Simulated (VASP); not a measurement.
# Ga in VASP: notebook

Aim: see how the results for Ga move with the level of theory and the settings. Levels: LDA, PBE. Tasks: single point.

Program: VASP 6.6.1. These are calculated values, not measurements. Logs are shortened: lines on timing, memory, paths and dates and some standing lists are left out, and cuts for length are marked.

**1. The cell of the first run**

The cell holds a slab with vacuum, 6 atoms: a = 2.900 Å, b = 3.170 Å, c = 25.032 Å, α = 90.00°, β = 90.00°, γ = 90.00°.

**2. Single point, LDA**

Input file INCAR:

```
SYSTEM = Ga
PREC = Accurate
ENCUT = 520
EDIFF = 1E-6
ISMEAR = -1
SIGMA = 0.05
LREAL = .False.
LASPH = .True.
NELM = 60
ALGO = Normal
ISIF = 2
LWAVE = .False.
LCHARG = .True.
LDIPOL = .True.
IDIPOL = 3
DIPOL = 0.5 0.5 0.498
LELF = .True.
LVHAR = .True.
LVACPOTAV = .True.
NBANDS = 48
```

Input file KPOINTS:

```
Automatic mesh
0
Gamma
  9 8 1
  0 0 0
```

Input file POSCAR:

```
Ga
1.0
    2.9000000000      0.0000000000      0.0000000000
    0.0000000000      3.1700000000      0.0000000000
    0.0000000000      0.0000000000     25.0324200000
Ga
6
Direct
    0.5000000000      0.2500000000      0.2996114639
    0.0000000000      0.7500000000      0.3756097093
    0.0000000000      0.2500000000      0.4620008773
    0.5000000000      0.7500000000      0.5350375990
    0.5000000000      0.2500000000      0.6213689339
    0.0000000000      0.7500000000      0.6960260329
```

Potentials or basis: VASP PAW LDA potentials, release 64 (Ga_d).

Run with:

```bash
$ cat potpaw_LDA.64/Ga_d/POTCAR > POTCAR
$ mpirun -np 1 vasp_std > vasp.out
```

OUTCAR:

```text
SYSTEM = Ga
   PREC = Accurate
   ENCUT = 520
   EDIFF = 1E-6
   ISMEAR = -1
   LREAL = .False.
   LASPH = .True.
   NELM = 60
   ISIF = 2

 ion  position               nearest neighbor table
   1  0.500  0.250  0.300-   2 2.87   2 2.87   2 2.87   2 2.87
   2  0.000  0.750  0.376-   3 2.68   3 2.68   1 2.87   1 2.87   1 2.87   1 2.87
   3  0.000  0.250  0.462-   2 2.68   2 2.68   4 2.82   4 2.82   4 2.82   4 2.82
   4  0.500  0.750  0.535-   5 2.68   5 2.68   3 2.82   3 2.82   3 2.82   3 2.82
   5  0.500  0.250  0.621-   4 2.68   4 2.68   6 2.85   6 2.85   6 2.85   6 2.85
   6  0.000  0.750  0.696-   5 2.85   5 2.85   5 2.85   5 2.85

  LATTYP: Found a simple orthorhombic cell.
 ALAT       =     2.9000000000
 B/A-ratio  =     1.0931034483
 C/A-ratio  =     8.6318689655

  Lattice vectors:

 A1 = (   2.9000000000,   0.0000000000,   0.0000000000)
 A2 = (   0.0000000000,   3.1700000000,   0.0000000000)
 A3 = (   0.0000000000,   0.0000000000,  25.0324200000)

Analysis of symmetry for initial positions (statically):
=====================================================================
 Subroutine PRICEL returns:
 Original cell was already a primitive cell.

 Routine SETGRP: Setting up the symmetry group for a
 simple orthorhombic supercell.

 Subroutine GETGRP returns: Found  4 space group operations
 (whereof  2 operations were pure point group operations)
 out of a pool of  8 trial point group operations.

The static configuration has the point symmetry C_1h.
 The point group associated with its full space group is C_2v.

Analysis of symmetry for dynamics (positions and initial velocities):
=====================================================================
 Subroutine PRICEL returns:
 Original cell was already a primitive cell.

 Routine SETGRP: Setting up the symmetry group for a
 simple orthorhombic supercell.

 Subroutine GETGRP returns: Found  4 space group operations
 (whereof  2 operations were pure point group operations)
 out of a pool of  8 trial point group operations.

The dynamic configuration has the point symmetry C_1h.
 The point group associated with its full space group is C_2v.

 Subroutine INISYM returns: Found  4 space group operations
 (whereof  2 operations are pure point group operations),
 and found     1 'primitive' translations

----------------------------------------------------------------------------------------

                                     Primitive cell

  volume of cell :     230.1230

  direct lattice vectors                    reciprocal lattice vectors
     2.900000000  0.000000000  0.000000000     0.344827586  0.000000000  0.000000000
     0.000000000  3.170000000  0.000000000     0.000000000  0.315457413  0.000000000
     0.000000000  0.000000000 25.032420000     0.000000000  0.000000000  0.039948195

  length of vectors
     2.900000000  3.170000000 25.032420000     0.344827586  0.315457413  0.039948195

  position of ions in fractional coordinates (direct lattice)
     0.500000000  0.250000000  0.299611464
     0.000000000  0.750000000  0.375609709
     0.000000000  0.250000000  0.462000877
     0.500000000  0.750000000  0.535037599
     0.500000000  0.250000000  0.621368934
     0.000000000  0.750000000  0.696026033

  ion indices of the primitive-cell ions
   primitive index   ion index
                 1           1
                 2           2
                 3           3
                 4           4
                 5           5
                 6           6

----------------------------------------------------------------------------------------

 KPOINTS: Automatic mesh

Automatic generation of k-mesh.
 Grid dimensions read from file:
 generate k-points for:    9    8    1

 Generating k-lattice:

  Cartesian coordinates                     Fractional coordinates (reciprocal lattice)
     0.038314176  0.000000000  0.000000000     0.111111111  0.000000000  0.000000000
     0.000000000  0.039432177  0.000000000     0.000000000  0.125000000  0.000000000
     0.000000000  0.000000000  0.039948195     0.000000000  0.000000000  1.000000000

  Length of vectors
     0.038314176  0.039432177  0.039948195

  Shift w.r.t. Gamma in fractional coordinates (k-lattice)
     0.000000000  0.000000000  0.000000000

 Subroutine IBZKPT returns following result:
 ===========================================

 Found     25 irreducible k-points:

 Following reciprocal coordinates:
            Coordinates               Weight
  0.000000  0.000000  0.000000      1.000000
  0.111111  0.000000  0.000000      2.000000
  0.222222  0.000000  0.000000      2.000000
  0.333333  0.000000  0.000000      2.000000
  0.444444  0.000000  0.000000      2.000000
  0.000000  0.125000  0.000000      2.000000
[... 16 lines left out ...]
  0.222222  0.500000  0.000000      2.000000
  0.333333  0.500000  0.000000      2.000000
   k-points           NKPTS =     25   k-points in BZ     NKDIM =     25   number of bands    NBANDS=     48
   number of dos      NEDOS =    301   number of ions     NIONS =      6
   total plane-waves  NPLWV = 110592
   dimension x,y,z NGX =    24 NGY =   24 NGZ =  192
   dimension x,y,z NGXF=    48 NGYF=   48 NGZF=  384
   ions per type =               6
   NGX,Y,Z   is equivalent  to a cutoff of  13.76, 12.59, 12.75 a.u.
   NGXF,Y,Z  is equivalent  to a cutoff of  27.52, 25.17, 25.50 a.u.
 SYSTEM =  Ga
   PREC   = accura    normal or accurate (medium, high low for compatibility)
   ISTART =      0    job   : 0-new  1-cont  2-samecut
   ICHARG =      2    charge: 1-file 2-atom 10-const
   ISPIN  =      1    spin polarized calculation?
   LNONCOLLINEAR =      F non collinear calculations
   LSORBIT =      F    spin-orbit coupling
   LASPH  =      T    aspherical Exc in radial PAW
   ENCUT  =  520.0 eV  38.22 Ry    6.18 a.u.   5.39  5.89 46.54*2*pi/ulx,y,z
   NELM   =     60;   NELMIN=  2; NELMDL= -5     # of ELM steps
   EDIFF  = 0.1E-05   stopping-criterion for ELM
   LREAL  =      F    real-space projection
   EDIFFG = 0.1E-04   stopping-criterion for IOM
   NSW    =      0    number of steps for IOM
   IBRION =     -1    ionic relax: 0-MD 1-quasi-New 2-CG
   NFREE  =      0    steps in history (QN), initial steepest desc. (CG)
   ISIF   =      2    stress and relaxation
   ISYM   =      2    0-nonsym 1-usesym 2-fastsym
   POTIM  = 0.5000    time-step for ionic-motion
   TEBEG  =    0.0;   TEEND  =   0.0 temperature during run
   PSTRESS=    0.0 pullay stress
   NELECT =      78.0000    total number of electrons
   NUPDOWN=      -1.0000    fix difference up-down
   EMIN   =  10.00;   EMAX   =-10.00  energy-range for DOS
   EFERMI =   0.00;   METHOD = LEGACY
   ISMEAR =    -1;   SIGMA  =   0.05  broadening in eV -4-tet -1-fermi 0-gaus
   EFERMI_NEDOS =   21; number of points for ismear=-14 and -15
   IALGO  =     38    algorithm
   IMIX   =      4    mixing-type and parameters
     AMIX     =   0.40;   BMIX     =  1.00
     AMIX_MAG =   1.60;   BMIX_MAG =  1.00
  volume/ion in A,a.u.               =      38.35       258.82
  Fermi-wavevector in a.u.,A,eV,Ry     =   1.141440  2.157008 17.726823  1.302885
  Thomas-Fermi vector in A             =   2.278140
   LORBIT       =      0    0 simple, 1 ext, 2 COOP (PROOUT), +10 PAW based schemes
   GGA     = CA    functional components
   LHFCALC =     F    Hartree Fock is set to
   AEXX    =    0.0000 exact exchange contribution
   IVDW    =     0    specifies the selected vdW correction
   LEPSILON=     F    determine dielectric tensor
   LRPA    =     F    only Hartree local field effects (RPA)
 non-spin polarized calculation
  energy-cutoff  :      520.00
  volume of cell :      230.12
 maximum number of plane-waves:      6256
 NGX is ok and might be reduce to    24
   NGX = 11   NGY = 11   NGZ = 93

 dipolmoment           0.000000      0.000000     -0.002859 electrons x Angstroem

 number of electron      77.9999999 magnetization

 dipolmoment           0.000000      0.000000      0.000975 electrons x Angstroem

 Free energy of the ion-electron system (eV)
  ---------------------------------------------------
  ext. energy  EPLUGINS =         0.00000000
  ---------------------------------------------------
  free energy    TOTEN  =       -20.49436484 eV

  energy without entropy =      -20.47300490  energy(sigma->0) =      -20.48368487

 E-fermi :   0.1931     XC(G=0):  -6.2021

 val. band max:        0.1802129898   @ k =   0.4444   0.3750   0.0000
 cond. band min:       0.2000106058   @ k =   0.3333   0.3750   0.0000
 fundamental gap:      0.0197976161
 Fermi energy:         0.1930945847

 k-point     1 :       0.0000    0.0000    0.0000
  band No.  band energies     occupation
      1     -15.0870      2.00000
      2     -15.0210      2.00000
      3     -15.0061      2.00000
      4     -14.9755      2.00000
      5     -14.9264      2.00000
      6     -14.8936      2.00000
[... 40 lines left out ...]
     47       6.5767      0.00000
     48       6.8620      0.00000

 k-point     2 :       0.1111    0.0000    0.0000
  band No.  band energies     occupation
      1     -15.0621      2.00000
      2     -15.0091      2.00000
      3     -15.0028      2.00000
      4     -14.9518      2.00000
      5     -14.9189      2.00000
      6     -14.8964      2.00000
[... 40 lines left out ...]
     47       5.1994      0.00000
     48       6.4729      0.00000

 k-point     3 :       0.2222    0.0000    0.0000
  band No.  band energies     occupation
      1     -15.0198      2.00000
      2     -14.9954      2.00000
      3     -14.9668      2.00000
      4     -14.9184      2.00000
      5     -14.9167      2.00000
      6     -14.8946      2.00000
[... 40 lines left out ...]
     47       5.8337      0.00000
     48       5.8606      0.00000

 k-point     4 :       0.3333    0.0000    0.0000
  band No.  band energies     occupation
      1     -14.9989      2.00000
      2     -14.9887      2.00000
      3     -14.9481      2.00000
      4     -14.9353      2.00000
      5     -14.9276      2.00000
      6     -14.8710      2.00000
[... 958 lines left out ...]
     47       7.3648      0.00000
     48       7.3671      0.00000

 k-point    23 :       0.2222    0.5000    0.0000
  band No.  band energies     occupation
      1     -15.0130      2.00000
      2     -15.0100      2.00000
      3     -14.9705      2.00000
      4     -14.9611      2.00000
      5     -14.8869      2.00000
      6     -14.8850      2.00000
[... 40 lines left out ...]
     47       4.8533      0.00000
     48       4.8688      0.00000

 k-point    24 :       0.3333    0.5000    0.0000
  band No.  band energies     occupation
      1     -15.0326      2.00000
      2     -15.0311      2.00000
      3     -14.9849      2.00000
      4     -14.9803      2.00000
      5     -14.9030      2.00000
      6     -14.8945      2.00000
[... 40 lines left out ...]
     47       3.0047      0.00000
     48       3.0134      0.00000

 [... further k-points ...]
[... 5 lines left out ...]
  --------------------------------------------------------------------------------------
  -------------------------------------------------------------------------------------
  Total       -5.2818734     -4.0525210     -0.0083343      0.0000000      0.0000000      0.0000000
  in kB      -36.7737970    -28.2147207     -0.0580255      0.0000000      0.0000000      0.0000000
  external PRESSURE =     -21.6821811 kB  Pullay stress =       0.0000000 kB

 VOLUME and BASIS-vectors are now :
 -----------------------------------------------------------------------------
  energy-cutoff  :      520.00
  volume of cell :      230.12
      direct lattice vectors                 reciprocal lattice vectors
     2.900000000  0.000000000  0.000000000     0.344827586  0.000000000  0.000000000
     0.000000000  3.170000000  0.000000000     0.000000000  0.315457413  0.000000000
     0.000000000  0.000000000 25.032420000     0.000000000  0.000000000  0.039948195

 POSITION                                       TOTAL-FORCE (eV/Angst)
 -----------------------------------------------------------------------------------
      1.45000      0.79250      7.50000         0.000000      0.000000      0.069419
      0.00000      2.37750      9.40242         0.000000      0.000000     -0.072205
      0.00000      0.79250     11.56500         0.000000      0.000000     -0.018609
      1.45000      2.37750     13.39329         0.000000      0.000000      0.004256
      1.45000      0.79250     15.55437         0.000000      0.000000     -0.002331
      0.00000      2.37750     17.42322         0.000000      0.000000      0.019470
 -----------------------------------------------------------------------------------
    total drift:                                0.000000      0.000000      0.001146

  FREE ENERGIE OF THE ION-ELECTRON SYSTEM (eV)
  ---------------------------------------------------
  free  energy   TOTEN  =       -20.4943648442 eV

  energy  without entropy=      -20.4730049003  energy(sigma->0) =      -20.48368487

 vacuum level on the upper side and lower side of the slab         4.917         4.898
```

Wall time 6.1 min (1 thread of Intel Xeon Platinum 8259CL at 2.50GHz (Skylake/Cascade Lake), shared host); peak memory 0.37 GiB.

What came out:

```yaml
Free_energy: -20.4944 eV
Largest_force: 0.072 eV/Å
Band_gap_on_the_k_mesh: zero (band 39 reaches 3.46 eV, above the bottom of band 40 at -1.36 eV)
```

Forces in eV/Å, atoms in the order of the input:
```
Ga   0.000  0.000  0.069
Ga   0.000  0.000 -0.072
Ga   0.000  0.000 -0.019
Ga   0.000  0.000  0.004
Ga   0.000  0.000 -0.002
Ga   0.000  0.000  0.019
```

Levels at points of the mesh, in eV from the Fermi level:
```csv
k point,band 36,band 37,band 38,band 39,band 40,band 41,band 42,band 43,band 44,band 45
"(0.00, 0.00, 0.00)",-3.37,-1.35,1.40,3.04,3.44,3.86,4.51,4.75,4.79,5.90
"(0.00, 0.50, 0.00)",-5.78,-3.32,-3.30,-1.56,-1.55,0.58,0.59,3.01,3.03,5.47
```

**3. Single point, PBE**

Input file INCAR:

```
SYSTEM = Ga
PREC     = Accurate       ! precision mode
ENCUT    = 520            ! plane-wave cutoff, eV
EDIFF    = 1E-7           ! SCF threshold, eV
ISMEAR   = -1             ! smearing method
SIGMA    = 0.05           ! smearing width, eV
LREAL    = .False.        ! projectors in reciprocal space
LASPH    = .True.         ! aspherical terms in the spheres
NELM     = 60             ! most SCF steps
ALGO     = Normal         ! electronic algorithm
ISIF     = 2              ! what is computed and relaxed
LWAVE    = .False.        ! write WAVECAR
LCHARG   = .False.        ! write CHGCAR
LDIPOL   = .True.       
IDIPOL   = 3            
DIPOL    = 0.5 0.5 0.503
GGA      = PE             ! functional
NBANDS   = 48             ! bands
```

Input file KPOINTS:

```
regular mesh
0
Gamma
  9 8 1
  0 0 0
```

Edit POSCAR of step 2 so:

```diff
@@ -11,4 +11,4 @@
     0.0000000000      0.2500000000      0.4620008773
-    0.5000000000      0.7500000000      0.5350375990
-    0.5000000000      0.2500000000      0.6213689339
-    0.0000000000      0.7500000000      0.6960260329
+    0.5000000000      0.7500000000      0.5404418852
+    0.5000000000      0.2500000000      0.6307153980
+    0.0000000000      0.7500000000      0.7095283221
```

Potentials or basis: VASP PAW PBE potentials, release 64 (Ga_d).

Run with:

```bash
$ cat potpaw_PBE.64/Ga_d/POTCAR > POTCAR
$ mpirun -np 1 vasp_std > vasp.out
```

OUTCAR:

```text
SYSTEM = Ga
   PREC = Accurate
   ENCUT = 520
   EDIFF = 1E-7
   ISMEAR = -1
   LREAL = .False.
   LASPH = .True.
   NELM = 60
   ISIF = 2
   GGA = PE

 ion  position               nearest neighbor table
   1  0.500  0.250  0.300-   2 2.87   2 2.87   2 2.87   2 2.87
   2  0.000  0.750  0.376-   3 2.68   3 2.68   1 2.87   1 2.87   1 2.87   1 2.87
   3  0.000  0.250  0.462-   2 2.68   2 2.68   4 2.91   4 2.91   4 2.91   4 2.91
   4  0.500  0.750  0.540-   5 2.76   5 2.76   3 2.91   3 2.91   3 2.91   3 2.91
   5  0.500  0.250  0.631-   4 2.76   4 2.76   6 2.92   6 2.92   6 2.92   6 2.92
   6  0.000  0.750  0.710-   5 2.92   5 2.92   5 2.92   5 2.92

[... 1439 lines left out ...]
  Total       -2.0173902     -1.3509047      1.1733663      0.0000000      0.0000000      0.0000000
  in kB      -14.0456032     -9.4053554      8.1692856      0.0000000      0.0000000      0.0000000
  external PRESSURE =      -5.0938910 kB  Pullay stress =       0.0000000 kB

 VOLUME and BASIS-vectors are now :
 -----------------------------------------------------------------------------
  energy-cutoff  :      520.00
  volume of cell :      230.12
      direct lattice vectors                 reciprocal lattice vectors
     2.900000000  0.000000000  0.000000000     0.344827586  0.000000000  0.000000000
     0.000000000  3.170000000  0.000000000     0.000000000  0.315457413  0.000000000
     0.000000000  0.000000000 25.032420000     0.000000000  0.000000000  0.039948195

 POSITION                                       TOTAL-FORCE (eV/Angst)
 -----------------------------------------------------------------------------------
      1.45000      0.79250      7.50000         0.000000      0.000000     -0.241210
      0.00000      2.37750      9.40242         0.000000      0.000000     -0.071607
      0.00000      0.79250     11.56500         0.000000      0.000000      0.304211
      1.45000      2.37750     13.52857         0.000000      0.000000      0.001021
      1.45000      0.79250     15.78833         0.000000      0.000000      0.000853
      0.00000      2.37750     17.76121         0.000000      0.000000      0.006732
 -----------------------------------------------------------------------------------
    total drift:                                0.000000     -0.000000      0.001296

  FREE ENERGIE OF THE ION-ELECTRON SYSTEM (eV)
  ---------------------------------------------------
  free  energy   TOTEN  =       -16.8070862034 eV

  energy  without entropy=      -16.7905587301  energy(sigma->0) =      -16.79882247

 vacuum level on the upper side and lower side of the slab         4.749         4.799
```

OSZICAR:

```text
N       E                     dE             d eps       ncg     rms          rms(c)
DAV:   1     0.661229086241E+03    0.66123E+03   -0.38816E+04  2576   0.244E+03
DAV:   2     0.815580633323E+02   -0.57967E+03   -0.55868E+03  2424   0.634E+02
DAV:   3    -0.123092274896E+02   -0.93867E+02   -0.91064E+02  2824   0.179E+02
[... 18 lines left out ...]
DAV:  22    -0.168070793939E+02   -0.20768E-04   -0.27255E-06  2600   0.146E-02    0.507E-04
DAV:  23    -0.168070833558E+02   -0.39619E-05   -0.21983E-07  1832   0.829E-03    0.281E-04
DAV:  24    -0.168070856813E+02   -0.23255E-05   -0.17617E-07  1624   0.312E-03    0.940E-05
DAV:  25    -0.168070861189E+02   -0.43754E-06   -0.50719E-08  1616   0.250E-03    0.935E-05
DAV:  26    -0.168070862034E+02   -0.84556E-07   -0.18888E-08  1568   0.198E-03
   1 F= -.16807086E+02 E0= -.16798822E+02  d E =-.165275E-01
```

stdout:

```text
POSCAR found type information on POSCAR Ga
 POSCAR found :  1 types and       6 ions
 scaLAPACK will be used
 LDA part: xc-table for (Slater+PW92), standard interpolation
 POSCAR, INCAR and KPOINTS ok, starting setup
 FFT: planning ... GRIDC
 FFT: planning ... GRID_SOFT
 FFT: planning ... GRID
 WAVECAR not read
 entering main loop
```

It took 6.9 min on 1 thread of Intel Xeon Platinum 8259CL at 2.50GHz (Skylake/Cascade Lake), shared host; peak memory 0.42 GiB.

What came out:

| Item | Value |
| --- | --- |
| Free energy | -16.8071 eV |
| Largest force | 0.304 eV/Å |
| Band gap on the k mesh | zero (band 39 reaches 3.83 eV, above the bottom of band 40 at -1.12 eV) |

Forces on the atoms (eV/Å):
```
Ga   0.000  0.000 -0.241
Ga   0.000  0.000 -0.072
Ga   0.000  0.000  0.304
Ga   0.000  0.000  0.001
Ga   0.000  0.000  0.001
Ga   0.000  0.000  0.007
```
